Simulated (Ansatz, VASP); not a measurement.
# One calculation of TiAl, two programs

File INCAR:

```
SYSTEM = TiAl
PREC = Accurate
ENCUT = 520
EDIFF = 1E-6
ISMEAR = 0
SIGMA = 0.15
LREAL = .FALSE.
LASPH = .TRUE.
NELM = 60
ALGO = Fast
ISIF = 2
LWAVE = .FALSE.
LCHARG = .TRUE.
GGA = CA
LELF = .TRUE.
LVHAR = .TRUE.
NBANDS = 14
```

The input KPOINTS:

```
regular mesh
0
G
  16 16 16
  0 0 0
```

File POSCAR:

```
TiAl
1.0
    3.1650183682      0.0000000000      0.0000000000
    0.0000000000      3.1650183682      0.0000000000
    0.0000000000      0.0000000000      2.6785550450
Ti Al
1 1
Direct
    0.0000000000      0.0000000000      0.0000000000
    0.5000000000      0.5000000000      0.5000000000
```

Input for Ansatz:

```yaml
crystal:
  lattice:
    - [3.1650183682, 0.0, 0.0]
    - [0.0, 3.1650183682, 0.0]
    - [0.0, 0.0, 2.678555045]
  atoms:
    - { symbol: Ti, position: [0.0, 0.0, 0.0] }
    - { symbol: Al, position: [0.5, 0.5, 0.5] }
basis:
  ecutwfc: 520.0
kpoints:
  mp_grid: { grid: [16, 16, 16] }
hamiltonian:
  xc: lda
  pseudopotentials: { kind: paw, azcp: { folder: soft_1 } }
scf:
  occupations: { method: gaussian, width: 0.15 }
output:
  forces: true
  stress: true
  eigenvalues: true
```

Alike in both runs: task single point; functional LDA; k mesh 16 × 16 × 16; occupations gaussian, width 0.15 eV; no spin polarisation.

|  | VASP | Ansatz |
| --- | --- | --- |
| version | VASP 6.6.1 | Ansatz 0.2.0 |
| potentials or method | VASP PAW LDA potentials, release 64 (Ti_sv, Al), cutoff 520 eV | scalar-relativistic, plane waves, PAW |
| valence electrons in the cell | 15 | 15 |

```tsv
	VASP	Ansatz	Ansatz less VASP
gap on the k mesh at the Fermi level (eV)	none	none	-
pressure (GPa)	21.9	21.7	-0.19
traceless stress, the component that is largest in VASP (GPa)	1.96	1.97	+0.006
```

Ansatz warns that its potentials were made for another functional, while VASP's fit it. LDA's correlation is that of Perdew and Zunger in VASP and of Perdew and Wang (1992) in Ansatz. A gap of «none» marks a metal or a gap that the smearing closes.
